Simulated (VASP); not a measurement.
# Co2Te (I4/mmm) in VASP: a series of runs, part 2 of 2

VASP 6.6.1. Earlier steps stand in the parts before.

### 3 Single point, PBE, collinear spin, ferromagnetic start

This run uses another cell than the first one, of 14.70 Å³/atom, 0.791 times its volume.

The input, INCAR:

```
SYSTEM = Co2Te
  PREC = Accurate
  ENCUT = 520
  EDIFF = 1E-6
  ISMEAR = 0
  SIGMA = 0.1
  LREAL = .FALSE.
  LASPH = .TRUE.
  NELM = 150
  ALGO = Normal
  ISIF = 2
  LWAVE = .FALSE.
  LCHARG = .TRUE.
  ISPIN = 2
  MAGMOM = 0.61 0.61 0
  LORBIT = 11
  LMAXMIX = 4
  GGA = PE
  LELF = .TRUE.
  LVHAR = .TRUE.
  NBANDS = 23
```

The input, KPOINTS:

```
Automatic mesh
0
G
  6 6 6
  0 0 0
```

The input, POSCAR:

```
Co2Te
1.0
   -1.7305951641      1.7305951641      3.6809183872
    1.7305951641     -1.7305951641      3.6809183872
    1.7305951641      1.7305951641     -3.6809183872
Co Te
2 1
Direct
    0.6660222248      0.6660222248      0.0000000000
    0.3339777752      0.3339777752      0.0000000000
    0.0000000000      0.0000000000      0.0000000000
```

Potentials or basis: VASP PAW PBE potentials, release 64 (Co, Te).

On the command line:

```
$ cat potpaw_PBE.64/Co/POTCAR potpaw_PBE.64/Te/POTCAR > POTCAR
$ mpirun -np 1 vasp_std > vasp.out
```

OUTCAR:

```text
SYSTEM = Co2Te
   PREC = Accurate
   ENCUT = 520
   EDIFF = 1E-6
   ISMEAR = 0
   LREAL = .FALSE.
   LASPH = .TRUE.
   NELM = 150
   ISIF = 2
   ISPIN = 2
   LORBIT = 11
   GGA = PE

 ion  position               nearest neighbor table
   1  0.666  0.666  0.000-   2 2.44   3 2.46   3 2.74   3 2.74   3 2.74   3 2.74   2 2.74   2 2.74
                             2 2.74   2 2.74
   2  0.334  0.334  0.000-   1 2.44   3 2.46   3 2.74   3 2.74   3 2.74   3 2.74   1 2.74   1 2.74
                             1 2.74   1 2.74
   3  0.000  0.000  0.000-   1 2.46   2 2.46   1 2.74   2 2.74   1 2.74   1 2.74   1 2.74   2 2.74
                             2 2.74   2 2.74

  LATTYP: Found a body centered tetragonal cell.
 ALAT       =     3.4611903282
 C/A-ratio  =     2.1269667589

  Lattice vectors:

 A1 = (  -1.7305951641,   1.7305951641,   3.6809183872)
 A2 = (   1.7305951641,  -1.7305951641,   3.6809183872)
 A3 = (   1.7305951641,   1.7305951641,  -3.6809183872)

Analysis of symmetry for initial positions (statically):
=====================================================================
 Subroutine PRICEL returns:
 Original cell was already a primitive cell.

 Routine SETGRP: Setting up the symmetry group for a
 body centered tetragonal supercell.

 Subroutine GETGRP returns: Found 16 space group operations
 (whereof 16 operations were pure point group operations)
 out of a pool of 16 trial point group operations.

The static configuration has the point symmetry D_4h.

Analysis of symmetry for dynamics (positions and initial velocities):
=====================================================================
 Subroutine PRICEL returns:
 Original cell was already a primitive cell.

 Routine SETGRP: Setting up the symmetry group for a
 body centered tetragonal supercell.

 Subroutine GETGRP returns: Found 16 space group operations
 (whereof 16 operations were pure point group operations)
 out of a pool of 16 trial point group operations.

The dynamic configuration has the point symmetry D_4h.

Analysis of structural, dynamic, and magnetic symmetry:
=====================================================================
 Subroutine PRICEL returns:
 Original cell was already a primitive cell.

 Routine SETGRP: Setting up the symmetry group for a
 body centered tetragonal supercell.

 Subroutine GETGRP returns: Found 16 space group operations
 (whereof 16 operations were pure point group operations)
 out of a pool of 16 trial point group operations.

The overall configuration has the point symmetry D_4h.

 Subroutine INISYM returns: Found 16 space group operations
 (whereof 16 operations are pure point group operations),
 and found     1 'primitive' translations

----------------------------------------------------------------------------------------

                                     Primitive cell

  volume of cell :      44.0968

  direct lattice vectors                    reciprocal lattice vectors
    -1.730595164  1.730595164  3.680918387     0.000000000  0.288917946  0.135835666
     1.730595164 -1.730595164  3.680918387     0.288917946  0.000000000  0.135835666
     1.730595164  1.730595164 -3.680918387     0.288917946  0.288917946  0.000000000

  length of vectors
     4.420303091  4.420303091  4.420303091     0.319256805  0.319256805  0.408591678

  position of ions in fractional coordinates (direct lattice)
[... 74 lines left out ...]
   ICHARG =      2    charge: 1-file 2-atom 10-const
   ISPIN  =      2    spin polarized calculation?
   LNONCOLLINEAR =      F non collinear calculations
   LSORBIT =      F    spin-orbit coupling
   LASPH  =      T    aspherical Exc in radial PAW
   ENCUT  =  520.0 eV  38.22 Ry    6.18 a.u.   8.22  8.22  8.22*2*pi/ulx,y,z
   NELM   =    150;   NELMIN=  2; NELMDL= -5     # of ELM steps
   EDIFF  = 0.1E-05   stopping-criterion for ELM
   LREAL  =      F    real-space projection
   EDIFFG = 0.1E-04   stopping-criterion for IOM
   NSW    =      0    number of steps for IOM
   IBRION =     -1    ionic relax: 0-MD 1-quasi-New 2-CG
   NFREE  =      0    steps in history (QN), initial steepest desc. (CG)
   ISIF   =      2    stress and relaxation
   ISYM   =      2    0-nonsym 1-usesym 2-fastsym
   POTIM  = 0.5000    time-step for ionic-motion
   TEBEG  =    0.0;   TEEND  =   0.0 temperature during run
   PSTRESS=    0.0 pullay stress
   NELECT =      24.0000    total number of electrons
   NUPDOWN=      -1.0000    fix difference up-down
   EMIN   =  10.00;   EMAX   =-10.00  energy-range for DOS
   EFERMI =   0.00;   METHOD = LEGACY
   ISMEAR =     0;   SIGMA  =   0.10  broadening in eV -4-tet -1-fermi 0-gaus
   EFERMI_NEDOS =   21; number of points for ismear=-14 and -15
   IALGO  =     38    algorithm
   IMIX   =      4    mixing-type and parameters
     AMIX     =   0.40;   BMIX     =  1.00
     AMIX_MAG =   1.60;   BMIX_MAG =  1.00
  volume/ion in A,a.u.               =      14.70        99.19
  Fermi-wavevector in a.u.,A,eV,Ry     =   1.336625  2.525855 24.307706  1.786566
  Thomas-Fermi vector in A             =   2.465237
   LORBIT       =     11    0 simple, 1 ext, 2 COOP (PROOUT), +10 PAW based schemes
   GGA     = PE    functional components
   LHFCALC =     F    Hartree Fock is set to
   AEXX    =    0.0000 exact exchange contribution
   IVDW    =     0    specifies the selected vdW correction
   LEPSILON=     F    determine dielectric tensor
   LRPA    =     F    only Hartree local field effects (RPA)
 spin polarized calculation
 Gauss-broadening in eV      SIGMA  =   0.10
  energy-cutoff  :      520.00
  volume of cell :       44.10
 maximum number of plane-waves:      1210
 NGX is ok and might be reduce to    36
   NGX = 17   NGY = 17   NGZ = 17

 number of electron      24.0000001 magnetization       1.8791541

 Free energy of the ion-electron system (eV)
  ---------------------------------------------------
  ext. energy  EPLUGINS =         0.00000000
  ---------------------------------------------------
  free energy    TOTEN  =       -16.20094832 eV

  energy without entropy =      -16.18271337  energy(sigma->0) =      -16.19183085

 E-fermi :  11.0303     XC(G=0): -12.2531

 val. band max:       10.9969754333   @ k =   0.5000   0.3333   0.0000
 cond. band min:      11.0308587830   @ k =   0.5000   0.5000   0.1667
 fundamental gap:      0.0338833497
 Fermi energy:        11.0302599653

 spin component 1

 k-point     1 :       0.0000    0.0000    0.0000
  band No.  band energies     occupation
      1      -3.4554      1.00000
      2       5.6540      1.00000
      3       7.3512      1.00000
      4       7.3512      1.00000
      5       8.4560      1.00000
      6       8.4707      1.00000
[... 613 lines left out ...]
     22      22.8453      0.00000
     23      24.6376      0.00000

 [... further k-points ...]

 spin component 2

 k-point     1 :       0.0000    0.0000    0.0000
  band No.  band energies     occupation
      1      -3.4717      1.00000
      2       5.8564      1.00000
      3       7.8828      1.00000
      4       7.8828      1.00000
      5       8.9262      1.00000
      6       9.0490      1.00000
[... 613 lines left out ...]
     22      22.9548      0.00000
     23      24.7235      0.00000

 [... further k-points ...]
[... 5 lines left out ...]
  --------------------------------------------------------------------------------------
  -------------------------------------------------------------------------------------
  Total       -0.0655986     -0.0655986     -0.0346084      0.0000000      0.0000000      0.0000000
  in kB       -2.3834075     -2.3834075     -1.2574349      0.0000000      0.0000000      0.0000000
  external PRESSURE =      -2.0080833 kB  Pullay stress =       0.0000000 kB

 VOLUME and BASIS-vectors are now :
 -----------------------------------------------------------------------------
  energy-cutoff  :      520.00
  volume of cell :       44.10
      direct lattice vectors                 reciprocal lattice vectors
    -1.730595164  1.730595164  3.680918387     0.000000000  0.288917946  0.135835666
     1.730595164 -1.730595164  3.680918387     0.288917946  0.000000000  0.135835666
     1.730595164  1.730595164 -3.680918387     0.288917946  0.288917946  0.000000000

 POSITION                                       TOTAL-FORCE (eV/Angst)
 -----------------------------------------------------------------------------------
      0.00000      0.00000      4.90315         0.000000      0.000000     -0.001128
      0.00000      0.00000      2.45869        -0.000000     -0.000000      0.001128
      0.00000      0.00000      0.00000        -0.000000     -0.000000     -0.000000
 -----------------------------------------------------------------------------------
    total drift:                               -0.000000      0.000000     -0.000000

  FREE ENERGIE OF THE ION-ELECTRON SYSTEM (eV)
  ---------------------------------------------------
  free  energy   TOTEN  =       -16.2009483250 eV

  energy  without entropy=      -16.1827133691  energy(sigma->0) =      -16.19183085

 total charge

# of ion       s       p       d       tot
------------------------------------------
    1        0.376   0.404   7.433   8.213
    2        0.376   0.404   7.433   8.213
    3        1.341   1.901   0.170   3.411
--------------------------------------------------
tot          2.092   2.708  15.036  19.836

 magnetization (x)

# of ion       s       p       d       tot
------------------------------------------
    1       -0.003  -0.003   0.984   0.978
    2       -0.003  -0.003   0.984   0.978
    3        0.010  -0.026  -0.009  -0.025
--------------------------------------------------
tot          0.004  -0.033   1.960   1.931
```

OSZICAR:

```text
N       E                     dE             d eps       ncg     rms          rms(c)
DAV:   1     0.130971963386E+03    0.13097E+03   -0.99409E+03  2776   0.113E+03
DAV:   2    -0.104084520495E+02   -0.14138E+03   -0.13279E+03  2809   0.243E+02
DAV:   3    -0.171492273262E+02   -0.67408E+01   -0.65550E+01  3404   0.633E+01
DAV:   4    -0.172852315394E+02   -0.13600E+00   -0.13589E+00  3169   0.816E+00
DAV:   5    -0.172906355338E+02   -0.54040E-02   -0.54038E-02  3825   0.164E+00    0.136E+01
DAV:   6    -0.178804051711E+02   -0.58977E+00   -0.11808E+01  3237   0.528E+01    0.116E+01
DAV:   7    -0.162238172263E+02    0.16566E+01   -0.64088E+00  3287   0.350E+01    0.478E+00
DAV:   8    -0.162063519981E+02    0.17465E-01   -0.26931E-01  3582   0.457E+00    0.213E+00
DAV:   9    -0.162037423723E+02    0.26096E-02   -0.12722E-02  4056   0.121E+00    0.125E+00
DAV:  10    -0.162015737153E+02    0.21687E-02   -0.24159E-03  4216   0.495E-01    0.647E-01
DAV:  11    -0.162009396984E+02    0.63402E-03   -0.10764E-03  4219   0.282E-01    0.731E-02
DAV:  12    -0.162009494242E+02   -0.97259E-05   -0.12305E-04  3408   0.779E-02    0.480E-02
DAV:  13    -0.162009483758E+02    0.10484E-05   -0.40870E-06  3478   0.193E-02    0.249E-02
DAV:  14    -0.162009483250E+02    0.50841E-07   -0.11571E-06  1940   0.101E-02
   1 F= -.16200948E+02 E0= -.16191831E+02  d E =-.182350E-01  mag=     1.8786
```

It took 42 s on 1 thread of Intel Xeon Platinum 8481C at 2.70GHz (Sapphire Rapids), shared host; peak memory 0.26 GiB.

What came out:

| Quantity | Value |
| --- | --- |
| Free energy | -16.2009 eV |
| Pressure | -0.2 GPa |
| Net moment | 1.88 μB per cell |
| Site moments | Co +0.98; Te -0.03 μB |
| Valence electrons inside the program's atomic spheres | Co 8.21; Te 3.41 |

Caveat: the k points lie up to 0.43 Å⁻¹ apart; spin-orbit coupling is left out, which moves the levels of the heavy elements.

### 4 Relaxation of cell and atoms, PBE, collinear spin, ferromagnetic start

The input, INCAR:

```
ALGO = Normal
EDIFF = 1E-6
EDIFFG = -0.04
ENCUT = 600
GGA = PE
IBRION = 2
ISIF = 3
ISMEAR = 0
ISPIN = 2
LASPH = T
LCHARG = F
LMAXMIX = 4
LORBIT = 11
LREAL = F
LWAVE = F
MAGMOM = 0.61 0.61 0
NELM = 150
NSW = 90
PREC = Accurate
SIGMA = 0.1
```

The input, KPOINTS:

```
k-points
0
Gamma
  6 6 6
```

The input, POSCAR:

```
Co2Te
1.0
   -2.0409376908      2.0409376908      3.3473476780
    2.0409376908     -2.0409376908      3.3473476780
    2.0409376908      2.0409376908     -3.3473476780
Co Te
2 1
Direct
    0.5930000000      0.5930000000      0.0000000000
    0.4070000000      0.4070000000      0.0000000000
    0.0000000000      0.0000000000      0.0000000000
```

On the command line:

```
$ cat potpaw_PBE.64/Co/POTCAR potpaw_PBE.64/Te/POTCAR > POTCAR
$ mpirun -np 1 vasp_std > vasp.out
```

Run time: 12 min. Hardware: 1 thread of Intel Xeon Platinum 8481C at 2.70GHz (Sapphire Rapids), shared host; peak memory 0.3 GiB.

The run converged. Its results:

```
Free energy                                           : -16.2021 eV
Relaxed volume                                        : 14.63 Å³/atom
Relaxed cell                                          : a = 4.418 Å, b = 4.418 Å, c = 4.418 Å, α = 133.99°, β = 133.99°, γ = 67.11°
Space group after relaxing (to 0.05 Å)                : I4/mmm (No. 139)
Energy gained by relaxing                             : 3890.9 meV/atom
Ionic steps                                           : 17
Pressure after relaxing                               : 0.3 GPa
Largest force after relaxing                          : 0.039 eV/Å
Net moment                                            : -1.87 μB per cell
Site moments                                          : Co -0.97; Te +0.02 μB
Valence electrons inside the program's atomic spheres : Co 8.22; Te 3.41
```

Forces in eV/Å, atoms in the order of the input:
```
Co   0.000  0.000  0.039
Co   0.000  0.000 -0.039
Te   0.000  0.000  0.000
```

Stress tensor (GPa, compression positive):
```
0.34 0.00 0.00
0.00 0.34 0.00
0.00 0.00 0.13
```

Step by step:
| step | energy change (eV) | largest force (eV/Å) | pressure (GPa) | volume (Å³) |
| --- | --- | --- | --- | --- |
| 1 | 0.0000 | 20.8334 | -10.89 | 55.77 |
| 2 | -8.8568 | 6.8433 | 38.31 | 44.01 |
| 3 | -11.1427 | 1.5931 | -5.47 | 49.40 |
| 4 | -11.1635 | 1.5193 | -6.13 | 49.60 |
| 5 | -11.2236 | 0.0431 | -7.16 | 52.04 |
| 6 | -11.2423 | 1.2934 | -7.81 | 50.63 |
| 7 | -11.2752 | 0.8751 | -8.16 | 51.34 |
| 8 | -11.2746 | 0.7782 | -8.16 | 51.44 |
| 9 | -11.6413 | 0.0368 | -1.81 | 45.77 |
| 10 | -11.6594 | 0.1928 | 0.75 | 44.53 |
| 11 | -11.6596 | 0.2199 | 1.04 | 44.39 |
| 12 | -11.6663 | 0.1544 | -1.10 | 44.75 |
| 13 | -11.6664 | 0.1604 | -0.94 | 44.71 |
| 14 | -11.6707 | 0.1163 | -0.48 | 44.34 |
| 15 | -11.6712 | 0.0314 | 0.98 | 43.54 |
| 16 | -11.6727 | 0.0455 | 0.21 | 43.93 |
| 17 | -11.6727 | 0.0395 | 0.27 | 43.90 |

Final structure:
```
Co Te
1.0
    -1.72657    1.72657    3.68144
     1.72657   -1.72657    3.68144
     1.72657    1.72657   -3.68144
Co Te
2 1
Direct
  0.66580 0.66580 0.00000
  0.33420 0.33420 0.00000
  0.00000 0.00000 0.00000
```

Levels at points of the mesh, in eV from the Fermi level:
Spin up:
| k point | band 7 | band 8 | band 9 | band 10 | band 11 | band 12 | band 13 | band 14 | band 15 | band 16 |
| --- | --- | --- | --- | --- | --- | --- | --- | --- | --- | --- |
| (0.00, 0.00, 0.00) | -1.28 | -0.97 | -0.67 | -0.67 | 0.30 | 0.80 | 2.40 | 2.40 | 2.54 | 3.57 |
| (0.50, 0.00, 0.00) | -1.76 | -0.77 | -0.45 | -0.40 | -0.22 | -0.08 | 0.19 | 2.67 | 2.73 | 6.23 |
| (0.50, 0.50, 0.00) | -1.80 | -0.68 | -0.56 | -0.41 | -0.32 | -0.19 | 0.82 | 1.46 | 1.57 | 1.92 |
| (0.50, 0.50, 0.50) | -1.09 | -1.03 | -1.03 | -0.42 | -0.30 | -0.15 | -0.15 | 0.09 | 4.06 | 6.29 |
Spin down:
```tsv
k point	band 11	band 12	band 13	band 14	band 15	band 16
(0.00, 0.00, 0.00)	-0.87	0.65	1.80	1.80	1.88	3.46
(0.50, 0.00, 0.00)	-1.01	-0.97	-0.93	2.18	2.24	6.10
(0.50, 0.50, 0.00)	-0.98	-0.85	0.09	0.47	1.05	1.10
(0.50, 0.50, 0.50)	-1.28	-1.19	-1.05	-0.94	3.74	6.10
```

Caveat: the k points lie up to 0.43 Å⁻¹ apart in the final cell; the volume moved by over 15 % at a fixed basis, so the end points are rough; spin-orbit coupling is left out, which moves the levels of the heavy elements.

### 5 The runs side by side

```tsv
task	cell	cutoff (eV)	gap on the mesh (eV)	pressure (GPa)	moment (μB)	largest force (eV/Å)
single point	a = 4.420 Å, angles 125.0, 125.0, 81.5°, 3 atoms	520	none	24.6	2.43	21.41
single point	a = 4.420 Å, angles 133.9, 133.9, 67.2°, 3 atoms	520	none	-0.2	1.88	-
relaxation of cell and atoms	relaxed from a = 4.420 Å, angles 125.0, 125.0, 81.5°, 3 atoms	600	none	0.3	1.87	0.04
```

Alike in all rows: level PBE; potentials or basis VASP PAW PBE potentials, release 64 (Co, Te); spin collinear, ferromagnetic start; k mesh 6 × 6 × 6; smearing gaussian 0.1 eV.

Caveats: all runs use coarse meshes; spin-orbit coupling is left out, which moves the levels of the heavy elements; forces of over 1 eV/Å act on the atoms, so gaps and moduli don't describe the material at rest (some runs); the volume moved by over 15 % at a fixed basis, so the end points are rough (some runs).

Total energies depend on the potentials used, so only differences within one code and one set of settings carry meaning.
